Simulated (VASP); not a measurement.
Here is a VASP 6.6.1 calculation.

Contents of INCAR:

```
SYSTEM = InP
PREC     = Accurate       ! precision mode
ENCUT    = 600            ! plane-wave cutoff, eV
EDIFF    = 1E-7           ! SCF threshold, eV
ISMEAR   = 0              ! smearing method
SIGMA    = 0.01           ! smearing width, eV
LREAL    = .FALSE.        ! projectors in reciprocal space
LASPH    = .TRUE.         ! aspherical terms in the spheres
NELM     = 80             ! most SCF steps
ALGO     = Normal         ! electronic algorithm
ISIF     = 3              ! what is computed and relaxed
LWAVE    = .FALSE.        ! write WAVECAR
LCHARG   = .FALSE.        ! write CHGCAR
GGA      = PE             ! functional
IBRION   = 2              ! ionic algorithm
NSW      = 80             ! ionic steps
EDIFFG   = -0.001         ! ionic threshold
PSTRESS  = 250.0
```

KPOINTS

```
Automatic mesh
0
G
  10 10 10
  0 0 0
```

Contents of POSCAR:

```
InP
1.0
    0.0000000000      2.9796445641      2.9796445641
    2.9796445641      0.0000000000      2.9796445641
    2.9796445641      2.9796445641      0.0000000000
In P
1 1
Direct
    0.0000000000      0.0000000000      0.0000000000
    0.7500000000      0.7500000000      0.7500000000
```

Potentials or basis: VASP PAW PBE potentials, release 64 (In_d, P).

Run with:

```sh
$ cat potpaw_PBE.64/In_d/POTCAR potpaw_PBE.64/P/POTCAR > POTCAR
$ mpirun -np 1 vasp_std > vasp.out
```

(1) Estimate the relaxed cell.

(2) What does it give for the relaxed volume?

(3) Estimate the space group after relaxing (to 0.1 Å).

(4) Estimate the band gap on the k mesh.

Answers

(1) a = 3.887 Å, b = 3.887 Å, c = 3.887 Å, α = 60.00°, β = 60.00°, γ = 60.00°.

(2) 20.76 Å³/atom.

(3) F-43m (No. 216).

(4) 1.37 eV (least direct gap 1.72 eV).

Caveat: the cell is relaxed towards a set pressure, so the run minimises the enthalpy, not the energy; the volume moved by over 15 % at a fixed basis, so the end points are rough; spin-orbit coupling is left out, which moves the levels of the heavy elements.
